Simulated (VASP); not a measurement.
# W in VASP: a series of runs

W is run at these levels: PBE; tasks: single point.

All numbers are computed with VASP 6.6.1; they aren't measurements. Logs are shortened: lines on timing, memory, paths and dates and some standing lists are left out, and cuts for length are marked.

## Step 1: The cell of the first run

The cell holds a slab with vacuum, 12 atoms: a = 5.514 Å, b = 5.514 Å, c = 20.502 Å, α = 90.00°, β = 90.00°, γ = 109.47°.

## Step 2: Single point, PBE

INCAR

```
SYSTEM = W
PREC = Accurate
ENCUT = 520
EDIFF = 1E-6
ISMEAR = 0
SIGMA = 0.1
LREAL = .False.
LASPH = .True.
NELM = 80
ALGO = Fast
ISIF = 2
LWAVE = .False.
LCHARG = .True.
LDIPOL = .True.
IDIPOL = 3
DIPOL = 0.5 0.5 0.497
GGA = PE
LELF = .True.
LVHAR = .True.
LVACPOTAV = .True.
NBANDS = 96
```

KPOINTS

```
Automatic mesh
0
Gamma
  4 4 1
  0 0 0
```

POSCAR

```
W
1.0
    5.5140853216      0.0000000000      0.0000000000
   -1.8380284405      5.1987294973      0.0000000000
    0.0000000000      0.0000000000     20.5022318120
W
12
Direct
    0.2500000000      0.2500000000      0.3902014216
    0.2500000000      0.7500000000      0.3902014216
    0.7500000000      0.2500000000      0.3902014216
    0.7500000000      0.7500000000      0.3902014216
    0.5000000000      0.5000000000      0.4965173633
    0.5000000000      0.0000000000      0.4965173633
    0.0000000000      0.5000000000      0.4965173633
    0.0000000000      0.0000000000      0.4965173633
    0.7500000000      0.7500000000      0.6028629229
    0.7500000000      0.2500000000      0.6028629229
    0.2500000000      0.7500000000      0.6028629229
    0.2500000000      0.2500000000      0.6028629229
```

Potentials or basis: VASP PAW PBE potentials, release 64 (W_sv).

Run with:

```bash
cat potpaw_PBE.64/W_sv/POTCAR > POTCAR
mpirun -np 1 vasp_std > vasp.out
```

OUTCAR:

```text
SYSTEM = W
   PREC = Accurate
   ENCUT = 520
   EDIFF = 1E-6
   ISMEAR = 0
   LREAL = .False.
   LASPH = .True.
   NELM = 80
   ISIF = 2
   GGA = PE

 ion  position               nearest neighbor table
   1  0.250  0.250  0.390-   5 2.70   8 2.70   3 2.76   3 2.76   2 2.76   2 2.76   7 3.13   6 3.13
                             4 3.18   4 3.18
   2  0.250  0.750  0.390-   6 2.70   7 2.70   4 2.76   4 2.76   1 2.76   1 2.76   5 3.13   8 3.13
                             3 3.18   3 3.18
   3  0.750  0.250  0.390-   6 2.70   7 2.70   1 2.76   1 2.76   4 2.76   4 2.76   5 3.13   8 3.13
                             2 3.18   2 3.18
   4  0.750  0.750  0.390-   5 2.70   8 2.70   2 2.76   2 2.76   3 2.76   3 2.76   7 3.13   6 3.13
                             1 3.18   1 3.18
   5  0.500  0.500  0.497-   1 2.70   4 2.70   9 2.70  12 2.70   7 2.76   7 2.76   6 2.76   6 2.76
                             3 3.13   2 3.13  11 3.13  10 3.13   8 3.18   8 3.18
   6  0.500  0.000  0.497-   2 2.70   3 2.70  10 2.70  11 2.70   8 2.76   8 2.76   5 2.76   5 2.76
                             1 3.13   4 3.13   9 3.13  12 3.13   7 3.18   7 3.18
   7  0.000  0.500  0.497-   2 2.70   3 2.70  10 2.70  11 2.70   5 2.76   5 2.76   8 2.76   8 2.76
                             1 3.13   4 3.13   9 3.13  12 3.13   6 3.18   6 3.18
   8  0.000  0.000  0.497-   1 2.70   4 2.70   9 2.70  12 2.70   6 2.76   6 2.76   7 2.76   7 2.76
                             3 3.13   2 3.13  11 3.13  10 3.13   5 3.18   5 3.18
   9  0.750  0.750  0.603-   5 2.70   8 2.70  11 2.76  11 2.76  10 2.76  10 2.76   7 3.13   6 3.13
                            12 3.18  12 3.18
  10  0.750  0.250  0.603-   6 2.70   7 2.70  12 2.76  12 2.76   9 2.76   9 2.76   5 3.13   8 3.13
                            11 3.18  11 3.18
  11  0.250  0.750  0.603-   6 2.70   7 2.70   9 2.76   9 2.76  12 2.76  12 2.76   5 3.13   8 3.13
                            10 3.18  10 3.18
  12  0.250  0.250  0.603-   5 2.70   8 2.70  10 2.76  10 2.76  11 2.76  11 2.76   7 3.13   6 3.13
                             9 3.18   9 3.18

  LATTYP: Found a base centered orthorhombic cell.
 ALAT       =     6.3671172896
 B/A-ratio  =     1.4142135624
 C/A-ratio  =     3.2200179264

  Lattice vectors:

 A1 = (   5.5140853216,   0.0000000000,   0.0000000000)
 A2 = (  -1.8380284405,   5.1987294973,   0.0000000000)
 A3 = (   0.0000000000,   0.0000000000,  20.5022318120)

Analysis of symmetry for initial positions (statically):
=====================================================================
 Subroutine PRICEL returns following result:

  LATTYP: Found a base centered orthorhombic cell.
 ALAT       =     3.1835586448
 B/A-ratio  =     1.4142135624
 C/A-ratio  =     6.4400358528

  Lattice vectors:

 A1 = (   2.7570426608,   0.0000000000,   0.0000000000)
 A2 = (  -0.9190142203,   2.5993647486,   0.0000000000)
 A3 = (   0.0000000000,   0.0000000000,  20.5022318120)

   4 primitive cells build up your supercell.

 Routine SETGRP: Setting up the symmetry group for a
 base centered orthorhombic supercell.

 Subroutine GETGRP returns: Found  4 space group operations
 (whereof  4 operations were pure point group operations)
 out of a pool of  8 trial point group operations.

The static configuration has the point symmetry C_2v.

Analysis of symmetry for dynamics (positions and initial velocities):
=====================================================================
 Subroutine PRICEL returns following result:

  LATTYP: Found a base centered orthorhombic cell.
 ALAT       =     3.1835586448
 B/A-ratio  =     1.4142135624
 C/A-ratio  =     6.4400358528

  Lattice vectors:

 A1 = (   2.7570426608,   0.0000000000,   0.0000000000)
 A2 = (  -0.9190142203,   2.5993647486,   0.0000000000)
 A3 = (   0.0000000000,   0.0000000000,  20.5022318120)

   4 primitive cells build up your supercell.

 Routine SETGRP: Setting up the symmetry group for a
 base centered orthorhombic supercell.

 Subroutine GETGRP returns: Found  4 space group operations
 (whereof  4 operations were pure point group operations)
 out of a pool of  8 trial point group operations.

The dynamic configuration has the point symmetry C_2v.

 Subroutine INISYM returns: Found  4 space group operations
 (whereof  4 operations are pure point group operations),
 and found     4 'primitive' translations

----------------------------------------------------------------------------------------

                                     Primitive cell

  volume of cell :     146.9305

  direct lattice vectors                    reciprocal lattice vectors
     2.757042661  0.000000000  0.000000000     0.362707482  0.128236460  0.000000000
    -0.919014220  2.599364749  0.000000000     0.000000000  0.384709380  0.000000000
     0.000000000  0.000000000 20.502231812     0.000000000  0.000000000  0.048775178

  length of vectors
     2.757042661  2.757042661 20.502231812     0.384709380  0.384709380  0.048775178

  position of ions in fractional coordinates (direct lattice)
     0.500000000  0.500000000  0.390201422
     0.000000000  0.000000000  0.496517363
     0.500000000  0.500000000  0.602862923

  ion indices of the primitive-cell ions
   primitive index   ion index
                 1           1
                 2           5
                 3          12

----------------------------------------------------------------------------------------

 KPOINTS: Automatic mesh

Automatic generation of k-mesh.
 Grid dimensions read from file:
 generate k-points for:    4    4    1

 Generating k-lattice:

  Cartesian coordinates                     Fractional coordinates (reciprocal lattice)
     0.045338435  0.016029557  0.000000000     0.250000000  0.000000000  0.000000000
     0.000000000  0.048088672  0.000000000     0.000000000  0.250000000  0.000000000
     0.000000000  0.000000000  0.048775178     0.000000000  0.000000000  1.000000000

  Length of vectors
     0.048088672  0.048088672  0.048775178

  Shift w.r.t. Gamma in fractional coordinates (k-lattice)
     0.000000000  0.000000000  0.000000000

 Subroutine IBZKPT returns following result:
 ===========================================

 Found      7 irreducible k-points:

 Following reciprocal coordinates:
            Coordinates               Weight
  0.000000  0.000000  0.000000      1.000000
  0.250000  0.000000  0.000000      4.000000
  0.500000  0.000000  0.000000      2.000000
  0.250000  0.250000  0.000000      2.000000
  0.500000  0.250000  0.000000      4.000000
 -0.250000  0.250000  0.000000      2.000000
  0.500000  0.500000  0.000000      1.000000
   k-points           NKPTS =      7   k-points in BZ     NKDIM =      7   number of bands    NBANDS=     96
   number of dos      NEDOS =    301   number of ions     NIONS =     12
   total plane-waves  NPLWV = 282240
   dimension x,y,z NGX =    42 NGY =   42 NGZ =  160
   dimension x,y,z NGXF=    84 NGYF=   84 NGZF=  320
   ions per type =              12
   NGX,Y,Z   is equivalent  to a cutoff of  12.66, 12.66, 12.97 a.u.
   NGXF,Y,Z  is equivalent  to a cutoff of  25.33, 25.33, 25.95 a.u.
 SYSTEM =  W
   PREC   = accura    normal or accurate (medium, high low for compatibility)
   ISTART =      0    job   : 0-new  1-cont  2-samecut
   ICHARG =      2    charge: 1-file 2-atom 10-const
   ISPIN  =      1    spin polarized calculation?
   LNONCOLLINEAR =      F non collinear calculations
   LSORBIT =      F    spin-orbit coupling
   LASPH  =      T    aspherical Exc in radial PAW
   ENCUT  =  520.0 eV  38.22 Ry    6.18 a.u.  10.25 10.25 38.12*2*pi/ulx,y,z
   NELM   =     80;   NELMIN=  2; NELMDL= -5     # of ELM steps
   EDIFF  = 0.1E-05   stopping-criterion for ELM
   LREAL  =      F    real-space projection
   EDIFFG = 0.1E-04   stopping-criterion for IOM
   NSW    =      0    number of steps for IOM
   IBRION =     -1    ionic relax: 0-MD 1-quasi-New 2-CG
   NFREE  =      0    steps in history (QN), initial steepest desc. (CG)
   ISIF   =      2    stress and relaxation
   ISYM   =      2    0-nonsym 1-usesym 2-fastsym
   POTIM  = 0.5000    time-step for ionic-motion
   TEBEG  =    0.0;   TEEND  =   0.0 temperature during run
   PSTRESS=    0.0 pullay stress
   NELECT =     168.0000    total number of electrons
   NUPDOWN=      -1.0000    fix difference up-down
   EMIN   =  10.00;   EMAX   =-10.00  energy-range for DOS
   EFERMI =   0.00;   METHOD = LEGACY
   ISMEAR =     0;   SIGMA  =   0.10  broadening in eV -4-tet -1-fermi 0-gaus
   EFERMI_NEDOS =   21; number of points for ismear=-14 and -15
   IALGO  =     68    algorithm
   IMIX   =      4    mixing-type and parameters
     AMIX     =   0.40;   BMIX     =  1.00
     AMIX_MAG =   1.60;   BMIX_MAG =  1.00
  volume/ion in A,a.u.               =      48.98       330.51
  Fermi-wavevector in a.u.,A,eV,Ry     =   1.078418  2.037915 15.823390  1.162986
  Thomas-Fermi vector in A             =   2.214357
   LORBIT       =      0    0 simple, 1 ext, 2 COOP (PROOUT), +10 PAW based schemes
   GGA     = PE    functional components
   LHFCALC =     F    Hartree Fock is set to
   AEXX    =    0.0000 exact exchange contribution
   IVDW    =     0    specifies the selected vdW correction
   LEPSILON=     F    determine dielectric tensor
   LRPA    =     F    only Hartree local field effects (RPA)
 non-spin polarized calculation
 RMM-DIIS sequential band-by-band and
 Gauss-broadening in eV      SIGMA  =   0.10
  energy-cutoff  :      520.00
  volume of cell :      587.72
 maximum number of plane-waves:     15870
 NGX is ok and might be reduce to    42

 dipolmoment           0.000000      0.000000     -0.000094 electrons x Angstroem

 number of electron     168.0000026 magnetization

 dipolmoment           0.000000      0.000000      0.000130 electrons x Angstroem

 Free energy of the ion-electron system (eV)
  ---------------------------------------------------
  ext. energy  EPLUGINS =         0.00000000
  ---------------------------------------------------
  free energy    TOTEN  =      -143.52066234 eV

  energy without entropy =     -143.45588612  energy(sigma->0) =     -143.48827423

 E-fermi :   0.4865     XC(G=0):  -5.4542

 val. band max:        0.4813303452   @ k =   0.2500   0.2500   0.0000
 cond. band min:       0.5223586082   @ k =   0.0000   0.0000   0.0000
 fundamental gap:      0.0410282630
 Fermi energy:         0.4864634287

 k-point     1 :       0.0000    0.0000    0.0000
  band No.  band energies     occupation
      1     -73.6024      2.00000
      2     -73.5180      2.00000
      3     -73.5180      2.00000
      4     -73.4844      2.00000
      5     -73.4522      2.00000
      6     -73.4305      2.00000
[... 88 lines left out ...]
     95       2.7700      0.00000
     96       2.7963      0.00000

 k-point     2 :       0.2500    0.0000    0.0000
  band No.  band energies     occupation
      1     -73.5905      2.00000
      2     -73.5309      2.00000
      3     -73.5132      2.00000
      4     -73.4895      2.00000
      5     -73.4432      2.00000
      6     -73.4243      2.00000
[... 484 lines left out ...]
     95       2.1608      0.00000
     96       2.6199      0.00000

 k-point     7 :       0.5000    0.5000    0.0000
  band No.  band energies     occupation
      1     -73.5435      2.00000
      2     -73.5435      2.00000
      3     -73.5184      2.00000
      4     -73.5184      2.00000
      5     -73.3989      2.00000
      6     -73.3989      2.00000
[... 88 lines left out ...]
     95       1.6227      0.00000
     96       1.6682      0.00000

------------------------ aborting loop because EDIFF is reached ----------------------------------------

  FORCE on cell =-STRESS in cart. coord.  units (eV):
  Direction    XX          YY          ZZ          XY          YZ          ZX
  --------------------------------------------------------------------------------------
  -------------------------------------------------------------------------------------
  Total      -12.6893123    -14.7261592      0.4021935     -2.8805365      0.0000000      0.0000000
  in kB      -34.5920920    -40.1447014      1.0964119     -7.8525755      0.0000000      0.0000000
  external PRESSURE =     -24.5467938 kB  Pullay stress =       0.0000000 kB

 VOLUME and BASIS-vectors are now :
 -----------------------------------------------------------------------------
  energy-cutoff  :      520.00
  volume of cell :      587.72
      direct lattice vectors                 reciprocal lattice vectors
     5.514085322  0.000000000  0.000000000     0.181353741  0.064118230  0.000000000
    -1.838028441  5.198729497  0.000000000     0.000000000  0.192354690  0.000000000
     0.000000000  0.000000000 20.502231812     0.000000000  0.000000000  0.048775178

 POSITION                                       TOTAL-FORCE (eV/Angst)
 -----------------------------------------------------------------------------------
      0.91901      1.29968      8.00000         0.000000     -0.000000     -0.033896
      0.00000      3.89905      8.00000        -0.000000      0.000000     -0.033896
      3.67606      1.29968      8.00000        -0.000000     -0.000000     -0.033896
      2.75704      3.89905      8.00000        -0.000000     -0.000000     -0.033896
      1.83803      2.59936     10.17971        -0.000000      0.000000      0.005068
      2.75704      0.00000     10.17971        -0.000000     -0.000000      0.005068
     -0.91901      2.59936     10.17971         0.000000      0.000000      0.005068
      0.00000      0.00000     10.17971        -0.000000     -0.000000      0.005068
      2.75704      3.89905     12.36004         0.000000     -0.000000      0.028828
      3.67606      1.29968     12.36004         0.000000      0.000000      0.028828
      0.00000      3.89905     12.36004         0.000000     -0.000000      0.028828
      0.91901      1.29968     12.36004         0.000000     -0.000000      0.028828
 -----------------------------------------------------------------------------------
    total drift:                               -0.000000     -0.000000      0.000341

  FREE ENERGIE OF THE ION-ELECTRON SYSTEM (eV)
  ---------------------------------------------------
  free  energy   TOTEN  =      -143.5206623380 eV

  energy  without entropy=     -143.4558861245  energy(sigma->0) =     -143.48827423

 vacuum level on the upper side and lower side of the slab         5.317         5.316
```

Wall time 46 min (1 thread of AMD EPYC, shared host); peak memory 0.68 GiB.

What came out:

| Property | Result |
| --- | --- |
| Free energy | -143.5207 eV |
| Largest force | 0.034 eV/Å |
| Band gap on the k mesh | zero (bands 84 and 85 overlap by 1.26 eV) |

Forces in eV/Å, atoms in the order of the input:
```
W    0.000  0.000 -0.034
W    0.000  0.000 -0.034
W    0.000  0.000 -0.034
W    0.000  0.000 -0.034
W    0.000  0.000  0.005
W    0.000  0.000  0.005
W    0.000  0.000  0.005
W    0.000  0.000  0.005
W    0.000  0.000  0.029
W    0.000  0.000  0.029
W    0.000  0.000  0.029
W    0.000  0.000  0.029
```

Levels at points of the mesh, in eV from the Fermi level:
| k point | band 82 | band 83 | band 84 | band 85 | band 86 | band 87 |
| --- | --- | --- | --- | --- | --- | --- |
| (0.00, 0.00, 0.00) | 0.41 | 0.74 | 0.77 | 1.43 | 1.43 | 1.57 |
| (0.50, 0.00, 0.00) | -0.78 | -0.70 | -0.70 | 0.34 | 0.34 | 0.62 |
| (0.50, 0.50, 0.00) | -0.89 | -0.59 | -0.59 | -0.49 | -0.49 | -0.10 |

Caveat: spin-orbit coupling is left out, which moves the levels of the heavy elements.

## Step 3: Single point, PBE

This run uses another cell than the first one: it holds 5 atoms, not 12.

INCAR

```
SYSTEM = W
PREC = Accurate
ENCUT = 520
EDIFF = 1E-7
ISMEAR = 1
SIGMA = 0.2
LREAL = .False.
LASPH = .True.
NELM = 100
ALGO = Normal
ISIF = 2
LWAVE = .False.
LCHARG = .False.
LDIPOL = .True.
IDIPOL = 3
DIPOL = 0.5 0.5 0.500
GGA = PE
NBANDS = 43
```

KPOINTS

```
Automatic mesh
0
Gamma
  13 13 1
  0 0 0
```

POSCAR

```
W
1.0
    2.7570426608      0.0000000000      0.0000000000
   -0.9190142203      2.5993647487      0.0000000000
    0.0000000000      0.0000000000     24.0044636241
W
5
Direct
    0.5000000000      0.5000000000      0.3124418907
    0.0000000000      0.0000000000      0.4062209454
    0.5000000000      0.5000000000      0.5000000000
    0.0000000000      0.0000000000      0.5937790546
    0.5000000000      0.5000000000      0.6875581093
```

Potentials or basis: VASP PAW PBE potentials, release 64 (W_sv).

Run with:

```bash
cat potpaw_PBE.64/W_sv/POTCAR > POTCAR
mpirun -np 1 vasp_std > vasp.out
```

Wall time 16 min (1 thread of Intel Xeon Platinum 8488C (Sapphire Rapids), shared host); peak memory 0.45 GiB.

The run converged. Its results:

```yaml
Free_energy: -61.7943 eV
Largest_force: 0.655 eV/Å
Band_gap_on_the_k_mesh: zero (bands 35 and 36 overlap by 1.68 eV)
```

Forces on the atoms (eV/Å):
```
W    0.000  0.000  0.616
W    0.000  0.000 -0.655
W    0.000  0.000  0.000
W    0.000  0.000  0.655
W    0.000  0.000 -0.616
```

Levels at points of the mesh, in eV from the Fermi level:
```tsv
k point	band 31	band 32	band 33	band 34	band 35	band 36	band 37	band 38	band 39	band 40
(0.00, 0.00, 0.00)	-1.44	-1.34	-1.27	-1.23	-0.87	-0.18	0.22	0.53	1.59	1.74
```

Caveat: spin-orbit coupling is left out, which moves the levels of the heavy elements.

## Step 4: Single point, PBE

This run uses another cell than the first one: it holds 5 atoms, not 12.

INCAR

```
SYSTEM = W
  ALGO = Normal
  DIPOL = 0.5 0.5 0.500
  EDIFF = 1E-6
  ENCUT = 520
  GGA = PE
  IDIPOL = 3
  ISIF = 2
  ISMEAR = 0
  LASPH = .TRUE.
  LCHARG = .FALSE.
  LDIPOL = .TRUE.
  LREAL = .FALSE.
  LWAVE = .FALSE.
  NBANDS = 43
  NELM = 60
  PREC = Accurate
  SIGMA = 0.1
```

KPOINTS

```
k-points
0
G
  13 13 1
  0 0 0
```

POSCAR is that of step 3.

Run with:

```bash
cat potpaw_PBE.64/W_sv/POTCAR > POTCAR
mpirun -np 1 vasp_std > vasp.out
```

Wall time 11 min (1 thread of Intel Xeon Platinum 8488C (Sapphire Rapids), shared host); peak memory 0.45 GiB.

It converged, with:

| Quantity | Value |
| --- | --- |
| Free energy | -61.8034 eV |
| Largest force | 0.653 eV/Å |
| Band gap on the k mesh | zero (bands 35 and 36 overlap by 1.68 eV) |

Forces on the atoms (eV/Å):
```
W    0.000  0.000  0.613
W    0.000  0.000 -0.653
W    0.000  0.000  0.000
W    0.000  0.000  0.653
W    0.000  0.000 -0.613
```

Levels at points of the mesh, in eV from the Fermi level:
| k point | band 33 | band 34 | band 35 | band 36 | band 37 | band 38 |
| --- | --- | --- | --- | --- | --- | --- |
| (0.00, 0.00, 0.00) | -1.26 | -1.23 | -0.86 | -0.17 | 0.22 | 0.53 |

Caveat: spin-orbit coupling is left out, which moves the levels of the heavy elements.

## Step 5: Summary

| cell | k mesh | smearing | gap on the mesh (eV) | largest force (eV/Å) |
| --- | --- | --- | --- | --- |
| a = 5.514, b = 5.514, c = 20.502 Å, angles 90.0, 90.0, 109.5°, 12 atoms, atomic positions A | 4 × 4 × 1 | gaussian 0.1 eV | none | 0.03 |
| a = 2.757, b = 2.757, c = 24.004 Å, angles 90.0, 90.0, 109.5°, 5 atoms, atomic positions B | 13 × 13 × 1 | methfessel-paxton 0.2 eV | none | 0.65 |
| a = 2.757, b = 2.757, c = 24.004 Å, angles 90.0, 90.0, 109.5°, 5 atoms, atomic positions B | 13 × 13 × 1 | gaussian 0.1 eV | none | 0.65 |

Alike in all rows: task single point; level PBE; potentials or basis VASP PAW PBE potentials, release 64 (W_sv); no spin polarisation; cutoff (eV) 520.

Caveats: spin-orbit coupling is left out, which moves the levels of the heavy elements.

Absolute energies hang on the potentials; compare differences alone.

The gap in the log of VASP goes by the Fermi energy; the results here count the filled bands.